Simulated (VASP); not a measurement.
The system is FeO.

```
CELL_PARAMETERS angstrom
1.51768 0.87623 2.51579
-1.51768 0.87623 2.51579
0.00000 -1.75247 2.51579
ATOMIC_POSITIONS crystal
Fe 0.00000 0.00000 0.00000
O 0.50000 0.50000 0.50000
```

Base run:

```yaml
Program: VASP 6.6.1
Functional: PBE
Potentials_or_basis: VASP PAW PBE potentials, release 64 (Fe, O)
Cutoff: 520 eV
k_mesh: 9 × 9 × 9
Occupations: fermi-dirac, width 0.05 eV
Spin: collinear spin, ferromagnetic start
Starting_moments: "[6.0, 0.0] μB"
Fixed_moment: 6 μB
```

Its results: pressure 54.3 GPa; site moments Fe +4.61; O +0.83 μB.

Q: The run is repeated on the same cell with these changes: fixed moment from 6 μB to 0.8 μB; moments at the start from [6.0, 0.0] to [0.8, 0.0]. What comes out?

A: Pressure -23.0 GPa; site moments Fe +0.78; O +0.02 μB.

Caveats: the total moment is fixed, so each spin has its own Fermi level; a cell with one magnetic atom can't hold antiferromagnetic order, which such compounds often take.
